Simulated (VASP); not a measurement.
**BAs: single point with PBE**

Crystal: BAs.

```
CELL_PARAMETERS angstrom
0.00000 2.37127 2.37127
2.37127 0.00000 2.37127
2.37127 2.37127 0.00000
ATOMIC_POSITIONS crystal
B 0.00000 0.00000 0.00000
As 0.75000 0.75000 0.75000
```

This cell differs from its parent crystal: volume scaled by 0.960.

- Program: VASP 6.6.1
- Task: single point
- Functional: PBE
- Potentials or basis: VASP PAW PBE potentials, release 64 (B, As)
- Cutoff: 520 eV
- k mesh: 12 × 12 × 12
- Occupations: gaussian, width 0.05 eV
- Spin: no spin polarisation

```
Pressure               : 6.7 GPa
Band gap on the k mesh : 1.16 eV, indirect (least direct gap 3.30 eV)
```

Levels at points of the mesh, in eV from the valence-band top:
```csv
k point,band 1,band 2,band 3,band 4,band 5,band 6,band 7,band 8,band 9
"(0.00, 0.00, 0.00)",-15.60,0.00,0.00,0.00,3.30,3.30,3.30,4.96,9.69
"(0.50, 0.00, 0.00)",-12.65,-8.95,-1.86,-1.86,2.82,4.81,4.81,8.91,12.88
"(0.50, 0.50, 0.00)",-11.30,-8.65,-4.17,-4.17,1.40,1.42,11.58,11.58,13.06
```

Wall time 40 s on 1 thread of Intel Xeon 6975P-C (shared host), peak memory 0.17 GiB.

 A k mesh can miss the band edges.
